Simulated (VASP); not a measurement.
# BN (P6_3mc) in VASP: a series of runs

The runs below take BN through dielectric tensor, electric field gradients, with PBE.

Program: VASP 6.6.1. These are calculated values, not measurements. Logs are shortened: lines on timing, memory, paths and dates and some standing lists are left out, and cuts for length are marked.

## 1. The cell of the first run

The structure is hexagonal, space group P6_3mc (No. 186). The conventional cell has a = 2.554 Å, b = 2.554 Å, c = 4.227 Å, α = 90.00°, β = 90.00°, γ = 120.00°. Within 2.1 Å of B (site symmetry 3m) lie 4 N at 1.57 to 1.58 Å. Within 2.1 Å of N (site symmetry 3m) lie 4 B at 1.57 to 1.58 Å.

## 2. Dielectric tensor, PBE

The input, INCAR:

```
SYSTEM = BN
ALGO = Normal
EDIFF = 1E-8
ENCUT = 520
GGA = PE
GGA_COMPAT = .False.
ISIF = 2
ISMEAR = 0
LASPH = .True.
LCHARG = .False.
LEPSILON = .True.
LREAL = .False.
LWAVE = .False.
NELM = 120
PREC = Accurate
SIGMA = 0.01
```

The input, KPOINTS:

```
k-points
0
Gamma
  12 12 7
  0 0 0
```

The input, POSCAR:

```
BN
1.0
    2.5539396017      0.0000000000      0.0000000000
   -1.2769698009      2.2117765748      0.0000000000
    0.0000000000      0.0000000000      4.2268550000
B N
2 2
Direct
    0.6666666667      0.3333333333      0.9997240000
    0.3333333333      0.6666666667      0.4997240000
    0.6666666667      0.3333333333      0.6252760000
    0.3333333333      0.6666666667      0.1252760000
```

Potentials or basis: VASP PAW PBE potentials, release 64 (B, N).

Command:

```console
$ cat potpaw_PBE.64/B/POTCAR potpaw_PBE.64/N/POTCAR > POTCAR
$ mpirun -np 1 vasp_std > vasp.out
```

OUTCAR:

```text
SYSTEM = BN
   EDIFF = 1E-8
   ENCUT = 520
   GGA = PE
   ISIF = 2
   ISMEAR = 0
   LASPH = .True.
   LEPSILON = .True.
   LREAL = .False.
   NELM = 120
   PREC = Accurate

 ion  position               nearest neighbor table
   1  0.667  0.333  1.000-   4 1.57   4 1.57   4 1.57   3 1.58
   2  0.333  0.667  0.500-   3 1.57   3 1.57   3 1.57   4 1.58
   3  0.667  0.333  0.625-   2 1.57   2 1.57   2 1.57   1 1.58
   4  0.333  0.667  0.125-   1 1.57   1 1.57   1 1.57   2 1.58

  LATTYP: Found a hexagonal cell.
 ALAT       =     2.5539396017
 C/A-ratio  =     1.6550332659

  Lattice vectors:

 A1 = (   2.5539396017,   0.0000000000,   0.0000000000)
 A2 = (  -1.2769698009,   2.2117765748,   0.0000000000)
 A3 = (   0.0000000000,   0.0000000000,   4.2268550000)

Analysis of symmetry for initial positions (statically):
=====================================================================
 Subroutine PRICEL returns:
 Original cell was already a primitive cell.

 Routine SETGRP: Setting up the symmetry group for a
 hexagonal supercell.

 Subroutine GETGRP returns: Found 12 space group operations
 (whereof  6 operations were pure point group operations)
 out of a pool of 24 trial point group operations.

The static configuration has the point symmetry C_3v.
 The point group associated with its full space group is C_6v.

Analysis of symmetry for dynamics (positions and initial velocities):
=====================================================================
 Subroutine PRICEL returns:
 Original cell was already a primitive cell.

 Routine SETGRP: Setting up the symmetry group for a
 hexagonal supercell.

 Subroutine GETGRP returns: Found 12 space group operations
 (whereof  6 operations were pure point group operations)
 out of a pool of 24 trial point group operations.

The dynamic configuration has the point symmetry C_3v.
 The point group associated with its full space group is C_6v.

 Subroutine INISYM returns: Found 12 space group operations
 (whereof  6 operations are pure point group operations),
 and found     1 'primitive' translations

----------------------------------------------------------------------------------------

                                     Primitive cell

  volume of cell :      23.8764

  direct lattice vectors                    reciprocal lattice vectors
     2.553939602  0.000000000  0.000000000     0.391551938  0.226062617  0.000000000
    -1.276969801  2.211776575  0.000000000     0.000000000  0.452125233  0.000000000
     0.000000000  0.000000000  4.226855000     0.000000000  0.000000000  0.236582518

  length of vectors
     2.553939602  2.553939602  4.226855000     0.452125233  0.452125233  0.236582518

  position of ions in fractional coordinates (direct lattice)
     0.666666667  0.333333333  0.999724000
     0.333333333  0.666666667  0.499724000
     0.666666667  0.333333333  0.625276000
     0.333333333  0.666666667  0.125276000

  ion indices of the primitive-cell ions
   primitive index   ion index
                 1           1
                 2           2
                 3           3
                 4           4

----------------------------------------------------------------------------------------

 KPOINTS: k-points

Automatic generation of k-mesh.
 Grid dimensions read from file:
 generate k-points for:   12   12    7

 Generating k-lattice:

  Cartesian coordinates                     Fractional coordinates (reciprocal lattice)
     0.032629328  0.018838551  0.000000000     0.083333333  0.000000000  0.000000000
     0.000000000  0.037677103  0.000000000     0.000000000  0.083333333  0.000000000
[... 98 lines left out ...]

 number of electron      16.0000000 magnetization

 E-fermi :   7.5815     XC(G=0): -12.7611

 val. band max:        7.4320061350   @ k =   0.0000   0.0000   0.0000
 cond. band min:      12.6288215194   @ k =   0.3333   0.3333   0.0000
 fundamental gap:      5.1968153844
 Fermi energy:         7.5814957937

 k-point     1 :       0.0000    0.0000    0.0000
  band No.  band energies     occupation
      1     -12.8569      2.00000
      2      -8.7569      2.00000
      3      -3.3940      2.00000
      4       5.3332      2.00000
      5       5.3332      2.00000
      6       7.1566      2.00000
      7       7.4320      2.00000
      8       7.4320      2.00000
      9      15.7664      0.00000
     10      15.7664      0.00000
     11      15.9618      0.00000
     12      16.8492      0.00000
[... 331 lines left out ...]
 k-point    24 :       0.3333    0.0000    0.1429
  band No.  band energies     occupation
      1     -10.4725      2.00000
      2      -7.6293      2.00000
      3      -1.3104      2.00000
      4      -0.0508      2.00000
      5       1.5966      2.00000
      6       3.1468      2.00000
      7       4.9412      2.00000
      8       5.6096      2.00000
      9      14.2917      0.00000
     10      15.8156      0.00000
     11      18.1768      0.00000
     12      18.4576      0.00000

 [... further k-points ...]

  FORCE on cell =-STRESS in cart. coord.  units (eV):
  Direction    XX          YY          ZZ          XY          YZ          ZX
  --------------------------------------------------------------------------------------
  -------------------------------------------------------------------------------------
  Total        0.0666538      0.0666538     -0.0489897     -0.0000000      0.0000000     -0.0000000
  in kB        4.4726663      4.4726663     -3.2873511     -0.0000000      0.0000000     -0.0000000
  external PRESSURE =       1.8859938 kB  Pullay stress =       0.0000000 kB

 VOLUME and BASIS-vectors are now :
 -----------------------------------------------------------------------------
  energy-cutoff  :      520.00
  volume of cell :       23.88
      direct lattice vectors                 reciprocal lattice vectors
     2.553939602  0.000000000  0.000000000     0.391551938  0.226062617  0.000000000
    -1.276969801  2.211776575  0.000000000     0.000000000  0.452125233  0.000000000
     0.000000000  0.000000000  4.226855000     0.000000000  0.000000000  0.236582518

 POSITION                                       TOTAL-FORCE (eV/Angst)
 -----------------------------------------------------------------------------------
      1.27697      0.73726      4.22569        -0.000000      0.000000      0.014273
     -0.00000      1.47452      2.11226         0.000000     -0.000000      0.014273
      1.27697      0.73726      2.64295        -0.000000      0.000000     -0.014273
     -0.00000      1.47452      0.52952        -0.000000     -0.000000     -0.014273
 -----------------------------------------------------------------------------------
    total drift:                                0.000000      0.000000      0.000055

  FREE ENERGIE OF THE ION-ELECTRON SYSTEM (eV)
  ---------------------------------------------------
  free  energy   TOTEN  =       -34.8327048703 eV

  energy  without entropy=      -34.8327048703  energy(sigma->0) =      -34.83270487

 HEAD OF MICROSCOPIC STATIC DIELECTRIC TENSOR (INDEPENDENT PARTICLE, excluding Hartree and local field effects)
 ------------------------------------------------------
           4.665539    -0.000000     0.000000
          -0.000000     4.665539     0.000000
           0.000000     0.000000     4.827261
 ------------------------------------------------------

 Free energy of the ion-electron system (eV)
  ---------------------------------------------------
  ---------------------------------------------------
  free energy    TOTEN  =        -0.25457324 eV

  energy without entropy =       -0.25457324

------------------------ aborting loop because EDIFF is reached ----------------------------------------

--------------------------------------- Ionic step        2  -------------------------------------------

------------------------ aborting loop because EDIFF is reached ----------------------------------------

--------------------------------------- Ionic step        3  -------------------------------------------

 Free energy of the ion-electron system (eV)
  ---------------------------------------------------
  ---------------------------------------------------
  free energy    TOTEN  =        -0.26624760 eV

  energy without entropy =       -0.26624760

------------------------ aborting loop because EDIFF is reached ----------------------------------------

 PIEZOELECTRIC TENSOR FIELD DIRECTION 3  (e Angst)
 -----------------------------------------------------------------------------
    -0.77301  0.00000  0.00000           ( -0.00682  0.00000  0.00000)
     0.00000 -0.77301 -0.00000           (  0.00000 -0.00682  0.00000)
     0.00000  0.00000  1.59592           (  0.00000  0.00000  0.00963)

 PIEZOELECTRIC TENSOR FIELD DIRECTION 3  (C/m^2)
 -----------------------------------------------------------------------------
    -0.51871  0.00000  0.00000
     0.00000 -0.51871 -0.00000
     0.00000  0.00000  1.07091

 MACROSCOPIC STATIC DIELECTRIC TENSOR (including local field effects in DFT)
 ------------------------------------------------------
           4.567174    -0.000000     0.000000
          -0.000000     4.567174     0.000000
           0.000000     0.000000     4.733196
 ------------------------------------------------------

 PIEZOELECTRIC TENSOR (including local field effects)  for field in x, y, z        (e  Angst)
          XX          YY          ZZ          XY          YZ          ZX
  --------------------------------------------------------------------------------
  x    -0.00000     0.00000     0.00000    -0.00000     0.00000    -0.91949
  y     0.00000     0.00000     0.00000     0.00000    -0.91949     0.00000
  z    -0.77301    -0.77301     1.59592     0.00000    -0.00000     0.00000

 PIEZOELECTRIC TENSOR (including local field effects)  for field in x, y, z        (C/m^2)
          XX          YY          ZZ          XY          YZ          ZX
  --------------------------------------------------------------------------------
  x    -0.00000     0.00000     0.00000    -0.00000     0.00000    -0.61701
  y     0.00000     0.00000     0.00000     0.00000    -0.61701     0.00000
  z    -0.51871    -0.51871     1.07091     0.00000    -0.00000     0.00000

 BORN EFFECTIVE CHARGES (including local field effects) (in |e|, cummulative output)
 ---------------------------------------------------------------------------------
 ion    1
    1     1.84708    -0.00000     0.00000
    2    -0.00000     1.84708     0.00000
    3     0.00000     0.00000     1.94606
 ion    2
    1     1.84708    -0.00000    -0.00000
    2    -0.00000     1.84708    -0.00000
    3     0.00000    -0.00000     1.94606
 ion    3
    1    -1.84708     0.00000     0.00000
    2     0.00000    -1.84708     0.00000
    3    -0.00000     0.00000    -1.94606
 ion    4
    1    -1.84708     0.00000    -0.00000
    2     0.00000    -1.84708    -0.00000
    3     0.00000    -0.00000    -1.94606
```

It took 8.2 min on 1 thread of AMD EPYC 7R13, shared host; peak memory 0.27 GiB.

What came out:

```yaml
Band_gap_on_the_k_mesh: 5.20 eV (least direct gap 8.23 eV)
Electronic_dielectric_tensor_diagonal: 4.57, 4.57, 4.73
Born_charges_mean_of_the_diagonal: B +1.88; N -1.88 e
```

Electronic dielectric tensor:
```
4.57 0.00 0.00
0.00 4.57 0.00
0.00 0.00 4.73
```

Born effective charge tensors (e):
atom 1, B
```
1.85 0.00 0.00
0.00 1.85 0.00
0.00 0.00 1.95
```
atom 2, B
```
1.85 0.00 0.00
0.00 1.85 0.00
0.00 0.00 1.95
```
atom 3, N
```
-1.85  0.00  0.00
 0.00 -1.85  0.00
 0.00  0.00 -1.95
```
atom 4, N
```
-1.85  0.00  0.00
 0.00 -1.85  0.00
 0.00  0.00 -1.95
```

Caveat: an odd mesh through Γ misses points on the zone boundary, where band edges can lie.

(Continued in part 2 of 2.)
